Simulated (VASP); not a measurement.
The system is GaAs.

```
CELL_PARAMETERS angstrom
3.81014 0.00000 0.00000
0.00000 3.81014 0.00000
0.00000 0.00000 2.73891
ATOMIC_POSITIONS crystal
Ga 0.50000 0.50000 0.50000
As 0.00000 0.00000 0.50000
```

```yaml
Program: VASP 6.6.1
Task: relaxation of cell and atoms
Functional: PBE-based screened hybrid
Potentials_or_basis: VASP PAW PBE potentials, release 64 (Ga_d, As)
Cutoff: 600 eV
k_mesh: 4 × 4 × 5
Occupations: fermi-dirac, width 0.05 eV
Spin: no spin polarisation
```

At the start: pressure -0.4 GPa; volume 19.88 Å³/atom.

How do energy, volume and symmetry change on relaxing?

Over 5 steps the energy falls by 96.3 meV/atom and the volume is 19.62 Å³/atom (-1.3 %); space group P4/mmm (No. 123, to 0.05 Å).

The path:
| step | energy change (eV) | largest force (eV/Å) | pressure (GPa) | volume (Å³) |
| --- | --- | --- | --- | --- |
| 1 | 0.0000 | 0.0000 | -0.40 | 39.76 |
| 2 | -0.1922 | 0.0000 | -0.25 | 39.33 |
| 3 | -0.1926 | 0.0000 | -0.12 | 39.31 |
| 4 | -0.1926 | 0.0000 | 0.06 | 39.23 |
| 5 | -0.1926 | 0.0000 | -0.02 | 39.24 |

Final structure:
```
Ga As
1.0
     3.93316    0.00000    0.00000
     0.00000    3.93316    0.00000
     0.00000    0.00000    2.53681
Ga As
1 1
Cartesian
  1.9666 1.9666 1.2684
  0.0000 0.0000 1.2684
```

Caveat: the k points lie up to 0.50 Å⁻¹ apart in the final cell; the PAW data sets were made with another functional, which shifts forces and pressure a little.
